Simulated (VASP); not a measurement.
# CdO (Fm-3m) in VASP: notebook, part 2 of 2

VASP 6.6.1. Earlier steps stand in the parts before.

**4. Single point, PBE**

This run uses another cell than the first one, of 13.03 Å³/atom.

Contents of INCAR:

```
  PREC = Accurate
  ENCUT = 600
  EDIFF = 1E-6
  ISMEAR = -1
  SIGMA = 0.02
  LREAL = False
  LASPH = True
  NELM = 120
  ALGO = Normal
  ISIF = 2
  LWAVE = False
  LCHARG = False
  GGA = PE
  NBANDS = 16
  GGA_COMPAT = False
```

Contents of KPOINTS:

```
regular mesh
0
Gamma
  10 10 10
```

Contents of POSCAR:

```
CdO
1.0
    0.0000000000      2.3530013813      2.3530013813
    2.3530013813      0.0000000000      2.3530013813
    2.3530013813      2.3530013813      0.0000000000
Cd O
1 1
Direct
    0.0000000000      0.0000000000      0.0000000000
    0.5000000000      0.5000000000      0.5000000000
```

Potentials or basis: VASP PAW PBE potentials, release 64 (Cd, O).

Command:

```console
$ cat potpaw_PBE.64/Cd/POTCAR potpaw_PBE.64/O/POTCAR > POTCAR
$ mpirun -np 1 vasp_std > vasp.out
```

OUTCAR:

```text
PREC = Accurate
   ENCUT = 600
   EDIFF = 1E-6
   ISMEAR = -1
   LREAL = False
   LASPH = True
   NELM = 120
   ISIF = 2
   GGA = PE

 ion  position               nearest neighbor table
   1  0.000  0.000  0.000-   2 2.35   2 2.35   2 2.35   2 2.35   2 2.35   2 2.35
   2  0.500  0.500  0.500-   1 2.35   1 2.35   1 2.35   1 2.35   1 2.35   1 2.35

  LATTYP: Found a face centered cubic cell.
 ALAT       =     4.7060027626

  Lattice vectors:

 A1 = (   0.0000000000,   2.3530013813,   2.3530013813)
 A2 = (   2.3530013813,   0.0000000000,   2.3530013813)
 A3 = (   2.3530013813,   2.3530013813,   0.0000000000)

Analysis of symmetry for initial positions (statically):
=====================================================================
 Subroutine PRICEL returns:
 Original cell was already a primitive cell.

 Routine SETGRP: Setting up the symmetry group for a
 face centered cubic supercell.

 Subroutine GETGRP returns: Found 48 space group operations
 (whereof 48 operations were pure point group operations)
 out of a pool of 48 trial point group operations.

[... 159 lines left out ...]
  energy without entropy =       -7.70344554  energy(sigma->0) =       -7.70352973

 E-fermi :   2.0440     XC(G=0): -11.6734

 val. band max:        1.9956134679   @ k =   0.5000   0.0000   0.0000
 cond. band min:       2.5932337016   @ k =   0.1000   0.0000   0.0000
 fundamental gap:      0.5976202337
 Fermi energy:         2.0440336143

 k-point     1 :       0.0000    0.0000    0.0000
  band No.  band energies     occupation
      1     -15.3388      2.00000
      2      -4.7013      2.00000
      3      -4.7013      2.00000
      4      -4.7013      2.00000
      5      -4.3980      2.00000
      6      -4.3980      2.00000
[... 433 lines left out ...]
      3      -4.7734      2.00000
      4      -4.4117      2.00000
      5      -4.2397      2.00000
      6      -4.1145      2.00000
[... 8 lines left out ...]
     15      25.6823      0.00000
     16      26.2295      0.00000

 [... further k-points ...]

------------------------ aborting loop because EDIFF is reached ----------------------------------------

  FORCE on cell =-STRESS in cart. coord.  units (eV):
  Direction    XX          YY          ZZ          XY          YZ          ZX
  --------------------------------------------------------------------------------------
  -------------------------------------------------------------------------------------
  Total        1.0797327      1.0797327      1.0797327     -0.0000000     -0.0000000     -0.0000000
  in kB       66.3942251     66.3942251     66.3942251     -0.0000000     -0.0000000     -0.0000000
  external PRESSURE =      66.3942251 kB  Pullay stress =       0.0000000 kB

 VOLUME and BASIS-vectors are now :
 -----------------------------------------------------------------------------
  energy-cutoff  :      600.00
  volume of cell :       26.06
      direct lattice vectors                 reciprocal lattice vectors
     0.000000000  2.353001381  2.353001381    -0.212494563  0.212494563  0.212494563
     2.353001381  0.000000000  2.353001381     0.212494563 -0.212494563  0.212494563
     2.353001381  2.353001381  0.000000000     0.212494563  0.212494563 -0.212494563

 POSITION                                       TOTAL-FORCE (eV/Angst)
 -----------------------------------------------------------------------------------
      0.00000      0.00000      0.00000         0.000000      0.000000      0.000000
      2.35300      2.35300      2.35300        -0.000000     -0.000000     -0.000000
 -----------------------------------------------------------------------------------
    total drift:                                0.000000      0.000000      0.000000

  FREE ENERGIE OF THE ION-ELECTRON SYSTEM (eV)
  ---------------------------------------------------
  free  energy   TOTEN  =        -7.7036139122 eV

  energy  without entropy=       -7.7034455396  energy(sigma->0) =       -7.70352973
```

OSZICAR:

```text
N       E                     dE             d eps       ncg     rms          rms(c)
DAV:   1     0.124210382008E+03    0.12421E+03   -0.11482E+04  1560   0.130E+03
DAV:   2    -0.585211818319E+01   -0.13006E+03   -0.11944E+03  1704   0.306E+02
DAV:   3    -0.950680235961E+01   -0.36547E+01   -0.36469E+01  1848   0.561E+01
DAV:   4    -0.951555667828E+01   -0.87543E-02   -0.87542E-02  1888   0.265E+00
DAV:   5    -0.951558187331E+01   -0.25195E-04   -0.25195E-04  1944   0.128E-01    0.105E+01
DAV:   6    -0.776264964821E+01    0.17529E+01   -0.48861E+00  2008   0.378E+01    0.926E+00
DAV:   7    -0.772326288314E+01    0.39387E-01   -0.70003E-01  1616   0.801E+00    0.470E+00
DAV:   8    -0.770679413199E+01    0.16469E-01   -0.96294E-02  1576   0.276E+00    0.729E-01
DAV:   9    -0.770348957030E+01    0.33046E-02   -0.76162E-03  1880   0.911E-01    0.111E-01
DAV:  10    -0.770358191238E+01   -0.92342E-04   -0.80584E-04  1600   0.303E-01    0.394E-02
DAV:  11    -0.770361813828E+01   -0.36226E-04   -0.59109E-05  1872   0.776E-02    0.198E-02
DAV:  12    -0.770361405016E+01    0.40881E-05   -0.10909E-05  1616   0.334E-02    0.662E-03
DAV:  13    -0.770361391221E+01    0.13795E-06   -0.60254E-07  1080   0.860E-03
   1 F= -.77036139E+01 E0= -.77035297E+01  d E =-.168373E-03
```

stdout:

```text
POSCAR found type information on POSCAR CdO
 POSCAR found :  2 types and       2 ions
 scaLAPACK will be used
 LDA part: xc-table for (Slater+PW92), standard interpolation
 POSCAR, INCAR and KPOINTS ok, starting setup
 FFT: planning ... GRIDC
 FFT: planning ... GRID_SOFT
 FFT: planning ... GRID
 WAVECAR not read
 entering main loop
```

Wall time 23 s (1 thread of Intel Xeon Platinum 8375C at 2.90GHz (Ice Lake), shared host); peak memory 0.17 GiB.

What came out:

- Free energy: -7.7036 eV
- Pressure: 6.6 GPa
- Band gap on the k mesh: zero (bands 9 and 10 overlap by 0.44 eV)

Caveat: the cell stands under pressure; semilocal functionals underestimate gaps, so a narrow gap can read as zero.

**5. Single point, r2SCAN (12.64 Å³/atom)**

This run uses another cell than the first one, of 12.64 Å³/atom.

Contents of POSCAR:

```
CdO
1.0
    0.0000000000      2.3292320655      2.3292320655
    2.3292320655      0.0000000000      2.3292320655
    2.3292320655      2.3292320655      0.0000000000
Cd O
1 1
Direct
    0.0000000000      0.0000000000      0.0000000000
    0.5000000000      0.5000000000      0.5000000000
```

Contents of INCAR.step1:

```
SYSTEM = CdO
PREC     = Accurate       ! precision mode
ENCUT    = 660            ! plane-wave cutoff, eV
ISMEAR   = -1             ! smearing method
SIGMA    = 0.02           ! smearing width, eV
LREAL    = .False.        ! projectors in reciprocal space
LASPH    = .True.         ! aspherical terms in the spheres
NELM     = 120            ! most SCF steps
NBANDS   = 16             ! bands
GGA      = PE             ! functional
ALGO     = Normal         ! electronic algorithm
EDIFF    = 1E-5           ! SCF threshold, eV
LWAVE    = .True.         ! write WAVECAR
LCHARG   = .False.        ! write CHGCAR
GGA_COMPAT= .False.
```

Contents of INCAR.step2:

```
SYSTEM = CdO
PREC     = Accurate       ! precision mode
ENCUT    = 660            ! plane-wave cutoff, eV
EDIFF    = 1E-6           ! SCF threshold, eV
ISMEAR   = -1             ! smearing method
SIGMA    = 0.02           ! smearing width, eV
LREAL    = .False.        ! projectors in reciprocal space
LASPH    = .True.         ! aspherical terms in the spheres
NELM     = 120            ! most SCF steps
ALGO     = Normal         ! electronic algorithm
ISIF     = 2              ! what is computed and relaxed
LWAVE    = .False.        ! write WAVECAR
LCHARG   = .False.        ! write CHGCAR
METAGGA  = R2SCAN         ! meta-GGA
LMIXTAU  = .True.       
NBANDS   = 16             ! bands
ISTART   = 1            
GGA_COMPAT= .False.
```

Contents of KPOINTS:

```
regular mesh
0
Gamma
  8 8 8
  0 0 0
```

Potentials or basis: VASP PAW PBE potentials, release 64 (Cd, O).

Command:

```console
$ cat potpaw_PBE.64/Cd/POTCAR potpaw_PBE.64/O/POTCAR > POTCAR
$ cp INCAR.step1 INCAR
$ mpirun -np 1 vasp_std > vasp.out
$ cp INCAR.step2 INCAR
$ mpirun -np 1 vasp_std > vasp.out
```

OUTCAR:

```text
SYSTEM = CdO
   PREC = Accurate
   ENCUT = 660
   EDIFF = 1E-6
   ISMEAR = -1
   LREAL = .False.
   LASPH = .True.
   NELM = 120
   ISIF = 2
   METAGGA = R2SCAN
   ISTART = 1

 ion  position               nearest neighbor table
   1  0.000  0.000  0.000-   2 2.33   2 2.33   2 2.33   2 2.33   2 2.33   2 2.33
   2  0.500  0.500  0.500-   1 2.33   1 2.33   1 2.33   1 2.33   1 2.33   1 2.33

  LATTYP: Found a face centered cubic cell.
 ALAT       =     4.6584641310

  Lattice vectors:

 A1 = (   0.0000000000,   2.3292320655,   2.3292320655)
 A2 = (   2.3292320655,   0.0000000000,   2.3292320655)
 A3 = (   2.3292320655,   2.3292320655,   0.0000000000)

Analysis of symmetry for initial positions (statically):
=====================================================================
 Subroutine PRICEL returns:
 Original cell was already a primitive cell.

 Routine SETGRP: Setting up the symmetry group for a
 face centered cubic supercell.

 Subroutine GETGRP returns: Found 48 space group operations
 (whereof 48 operations were pure point group operations)
 out of a pool of 48 trial point group operations.
[... 159 lines left out ...]

  energy without entropy =      -28.54109499  energy(sigma->0) =      -28.54113504

 E-fermi :   2.0574     XC(G=0): -12.4881

 val. band max:        1.9696773806   @ k =   0.5000   0.0000   0.0000
 cond. band min:       2.0982412691   @ k =   0.0000   0.0000   0.0000
 fundamental gap:      0.1285638885
 Fermi energy:         2.0573978842

 k-point     1 :       0.0000    0.0000    0.0000
  band No.  band energies     occupation
      1     -16.5339      2.00000
      2      -4.9524      2.00000
      3      -4.9524      2.00000
      4      -4.9524      2.00000
      5      -4.6178      2.00000
      6      -4.6178      2.00000
[... 433 lines left out ...]
      3      -5.3063      2.00000
      4      -5.2946      2.00000
      5      -4.3726      2.00000
      6      -4.3687      2.00000
[... 8 lines left out ...]
     15      22.7328      0.00000
     16      26.2869      0.00000

 [... further k-points ...]

------------------------ aborting loop because EDIFF is reached ----------------------------------------

  FORCE on cell =-STRESS in cart. coord.  units (eV):
  Direction    XX          YY          ZZ          XY          YZ          ZX
  --------------------------------------------------------------------------------------
  -------------------------------------------------------------------------------------
  Total        1.0481156      1.0481156      1.0481156     -0.0000000      0.0000000     -0.0000000
  in kB       66.4433442     66.4433442     66.4433442     -0.0000000      0.0000000     -0.0000000
  external PRESSURE =      66.4433442 kB  Pullay stress =       0.0000000 kB

 VOLUME and BASIS-vectors are now :
 -----------------------------------------------------------------------------
  energy-cutoff  :      660.00
  volume of cell :       25.27
      direct lattice vectors                 reciprocal lattice vectors
     0.000000000  2.329232065  2.329232065    -0.214663025  0.214663025  0.214663025
     2.329232065  0.000000000  2.329232065     0.214663025 -0.214663025  0.214663025
     2.329232065  2.329232065  0.000000000     0.214663025  0.214663025 -0.214663025

 POSITION                                       TOTAL-FORCE (eV/Angst)
 -----------------------------------------------------------------------------------
      0.00000      0.00000      0.00000        -0.000000     -0.000000      0.000000
      2.32923      2.32923      2.32923         0.000000      0.000000     -0.000000
 -----------------------------------------------------------------------------------
    total drift:                                0.000000      0.000000      0.000000

  FREE ENERGIE OF THE ION-ELECTRON SYSTEM (eV)
  ---------------------------------------------------
  free  energy   TOTEN  =       -28.5411751008 eV

  energy  without entropy=      -28.5410949883  energy(sigma->0) =      -28.54113504
```

Wall time 57 s (1 thread of Intel Xeon Platinum 8375C at 2.90GHz (Ice Lake), shared host); peak memory 0.17 GiB.

Results:

* Free energy: -28.5412 eV
* Pressure: 6.6 GPa
* Band gap on the k mesh: 0.13 eV (least direct gap 1.59 eV)

Levels at points of the mesh, in eV from the valence-band top:
```
           k point  band 7  band 8  band 9  band 10  band 11  band 12
(0.00, 0.00, 0.00)   -1.46   -1.46   -1.46     0.13    15.77    17.96
(0.50, 0.00, 0.00)   -3.90    0.00    0.00     5.09     8.23    12.96
(0.50, 0.50, 0.00)   -4.53   -2.47   -2.47     4.69     9.45    11.89
```

Caveat: the cell stands under pressure; the PAW data sets were made with another functional, which shifts forces and pressure a little.

**6. Summary**

```tsv
level	cell	k mesh	cutoff (eV)	gap on the mesh (eV)	pressure (GPa)
PBE	a = 3.438 Å, angles 60.0°, 2 atoms	8 × 8 × 8	600	none	-5.7
r2SCAN	a = 3.260 Å, angles 60.0°, 2 atoms	8 × 8 × 8	660	0.20	12.7
PBE	a = 3.328 Å, angles 60.0°, 2 atoms	10 × 10 × 10	600	none	6.6
r2SCAN	a = 3.294 Å, angles 60.0°, 2 atoms	8 × 8 × 8	660	0.13	6.6
```

Alike in all rows: task single point; potentials or basis VASP PAW PBE potentials, release 64 (Cd, O); no spin polarisation; smearing fermi-dirac 0.02 eV.

Caveats: the cell stands under pressure (at least some runs); semilocal functionals underestimate gaps, so a narrow gap can read as zero (at least some runs); the PAW data sets were made with another functional, which shifts forces and pressure a little (at least some runs); the cell stands under tension (at least some runs).

Total energies depend on the potentials used, so only differences within one code and one set of settings carry meaning.
